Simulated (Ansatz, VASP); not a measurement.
One calculation of NaF, two programs

File INCAR:

```
SYSTEM = NaF
ALGO = Normal
EDIFF = 1E-6
ENCUT = 520
GGA = PE
ISIF = 2
ISMEAR = -1
LASPH = .TRUE.
LCHARG = .FALSE.
LREAL = .FALSE.
LWAVE = .FALSE.
NBANDS = 14
NELM = 100
PREC = Accurate
SIGMA = 0.03
```

Contents of KPOINTS:

```
k-points
0
G
  11 11 11
  0 0 0
```

Contents of POSCAR:

```
NaF
1.0
    0.0000000000      2.0768728316      2.0768728316
    2.0768728316      0.0000000000      2.0768728316
    2.0768728316      2.0768728316      0.0000000000
Na F
1 1
Direct
    0.0000000000      0.0000000000      0.0000000000
    0.5000000000      0.5000000000      0.5000000000
```

Input for Ansatz:

```yaml
crystal:
  lattice:
    - [0.0, 2.0768728316, 2.0768728316]
    - [2.0768728316, 0.0, 2.0768728316]
    - [2.0768728316, 2.0768728316, 0.0]
  atoms:
    - { symbol: Na, position: [0.0, 0.0, 0.0] }
    - { symbol: F, position: [0.5, 0.5, 0.5] }
kpoints:
  mp_grid: { grid: [11, 11, 11] }
  band_path:
    path:
      - [0.0, 0.0, 0.0]
      - [0.5, 0.0, 0.5]
      - [0.625, 0.25, 0.625]
      - [0.375, 0.375, 0.75]
      - [0.0, 0.0, 0.0]
      - [0.5, 0.5, 0.5]
      - [0.5, 0.25, 0.75]
      - [0.5, 0.0, 0.5]
    npoints: 6
scf:
  occupations: { method: fermi_dirac, width: 0.03 }
hamiltonian:
  xc: pbe
  pseudopotentials: { kind: all_electron, lapw: { basis_error: 0.001 } }
output:
  forces: true
  stress: true
  eigenvalues: true
  populations: true
```

Change from the starting cell: volume scaled by 0.75, LAPW.

Alike in both runs: task single point; functional PBE; k mesh 11 × 11 × 11; occupations fermi-dirac, width 0.03 eV; no spin polarisation.

|  | VASP | Ansatz |
| --- | --- | --- |
| version | VASP 6.6.1 | Ansatz 0.2.0 |
| potentials or method | VASP PAW PBE potentials, release 64 (Na_pv, F), cutoff 520 eV | all-electron LAPW, scalar-relativistic |

```tsv
	VASP	Ansatz	Ansatz less VASP
gap on the k mesh at the Fermi level (eV)	8.50	8.51	+0.012
pressure (GPa)	39.7	39.1	-0.62
```

Both programs put the cell under a high pressure, so it lies far from rest at this level. Ansatz ran all-electron here, and VASP with PAW potentials.
